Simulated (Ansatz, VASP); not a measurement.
**Zn2S in VASP and in Ansatz**

Contents of INCAR:

```
SYSTEM = Zn2S
PREC = Accurate
ENCUT = 600
EDIFF = 1E-6
ISMEAR = 0
SIGMA = 0.1
LREAL = .False.
LASPH = .True.
NELM = 100
ALGO = Normal
ISIF = 3
LWAVE = .False.
LCHARG = .False.
GGA = PE
IBRION = 2
NSW = 90
EDIFFG = -0.04
```

File KPOINTS:

```
Automatic mesh
0
Gamma
  4 4 4
  0 0 0
```

The input POSCAR:

```
Zn2S
1.0
   -3.2005276100      3.2005276100      2.4532527500
    3.2005276100     -3.2005276100      2.4532527500
    3.2005276100      3.2005276100     -2.4532527500
Zn S
4 2
Direct
    0.6575000300      0.8424999700      0.5000000000
    0.1575000300      0.6575000300      0.8150000600
    0.3424999700      0.1575000300      0.5000000000
    0.8424999700      0.3424999700      0.1849999400
    0.0000000000      0.0000000000      0.0000000000
    0.5000000000      0.5000000000      0.0000000000
```

Input for Ansatz:

```yaml
crystal:
  lattice:
    - [-3.20052761, 3.20052761, 2.45325275]
    - [3.20052761, -3.20052761, 2.45325275]
    - [3.20052761, 3.20052761, -2.45325275]
  atoms:
    - { symbol: Zn, position: [0.65750003, 0.84249997, 0.5] }
    - { symbol: Zn, position: [0.15750003, 0.65750003, 0.81500006] }
    - { symbol: Zn, position: [0.34249997, 0.15750003, 0.5] }
    - { symbol: Zn, position: [0.84249997, 0.34249997, 0.18499994] }
    - { symbol: S, position: [0.0, 0.0, 0.0] }
    - { symbol: S, position: [0.5, 0.5, 0.0] }
basis:
  ecutwfc: 420
kpoints:
  mp_grid: { grid: [4, 4, 4] }
hamiltonian:
  xc: pbe
scf:
  occupations: { method: gaussian, width: 0.1 }
  lower_state_search: "off"
output:
  forces: true
  stress: true
  eigenvalues: true
relax:
  adjacent_minimum: "off"
  f_tol: 0.04
  max_steps: 70
  cell: { stress_tol: 0.4 }
```

Change from the starting cell: species swapped into the Tl2Pt type (I4/mcm, No. 140).

Alike in both runs: task relaxation of cell and atoms; functional PBE; k mesh 4 × 4 × 4; occupations gaussian, width 0.1 eV; no spin polarisation.

|  | VASP | Ansatz |
| --- | --- | --- |
| version | VASP 6.6.1 | Ansatz 0.2.0 |
| potentials or method | VASP PAW PBE potentials, release 64 (Zn, S), cutoff 600 eV | scalar-relativistic, plane waves, PAW |
| valence electrons in the cell | 60 | 60 |

```tsv
	VASP	Ansatz	Ansatz less VASP
gap on the k mesh at the Fermi level, each at its own relaxed structure (eV)	none	none	-
relaxed volume (Å³/atom)	17.18	17.19	+0.012
relaxed cell length with the largest relative difference (Å)	5.195	5.195	0.0000
```

A gap of «none» marks a metal or a gap that the smearing closes.

The k mesh is coarse, so the values compare programs but aren't converged.
